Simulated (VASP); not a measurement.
Crystal: Mg4Se.

```
Mg Se
1.0
     3.66804    0.00000    0.00000
    -1.83402    3.17662    0.00000
     0.00000    0.00000   10.41192
Mg Se
4 1
Direct
  0.33333 0.66667 0.84154
  0.33333 0.66667 0.38848
  0.66667 0.33333 0.15846
  0.66667 0.33333 0.61152
  0.00000 0.00000 0.00000
```

```yaml
Program: VASP 6.6.1
Task: relaxation of cell and atoms
Functional: PBE
Potentials_or_basis: VASP PAW PBE potentials, release 64 (Mg, Se)
Cutoff: 600 eV
k_mesh: 12 × 12 × 4
Occupations: gaussian, width 0.1 eV
Spin: no spin polarisation
```

At the start: pressure 0.1 GPa; volume 24.26 Å³/atom.

How do energy, volume and symmetry change on relaxing?

Over 12 steps the energy falls by 6.3 meV/atom and the volume is 24.28 Å³/atom (+0.1 %); space group P-3m1 (No. 164, to 0.05 Å).

Step by step:
```csv
step,energy change (eV),largest force (eV/Å),pressure (GPa),volume (Å³)
1,0.0000,0.0913,0.07,121.32
2,-0.0167,0.1102,-0.07,121.48
3,-0.0276,0.1336,-0.27,121.71
4,-0.0276,0.1337,-0.25,121.70
5,-0.0300,0.0531,0.08,120.85
6,-0.0301,0.0421,0.15,120.66
7,-0.0309,0.0322,0.08,121.03
8,-0.0312,0.0206,-0.05,121.68
9,-0.0313,0.0197,-0.03,121.51
10,-0.0313,0.0205,-0.01,121.48
11,-0.0313,0.0113,-0.01,121.45
12,-0.0314,0.0024,0.00,121.41
```

Final structure:
```
CELL_PARAMETERS angstrom
3.61614 0.00000 0.00000
-1.80807 3.13167 0.00000
0.00000 0.00000 10.72072
ATOMIC_POSITIONS crystal
Mg 0.33333 0.66667 0.84455
Mg 0.33333 0.66667 0.38600
Mg 0.66667 0.33333 0.15545
Mg 0.66667 0.33333 0.61400
Se 0.00000 0.00000 0.00000
```
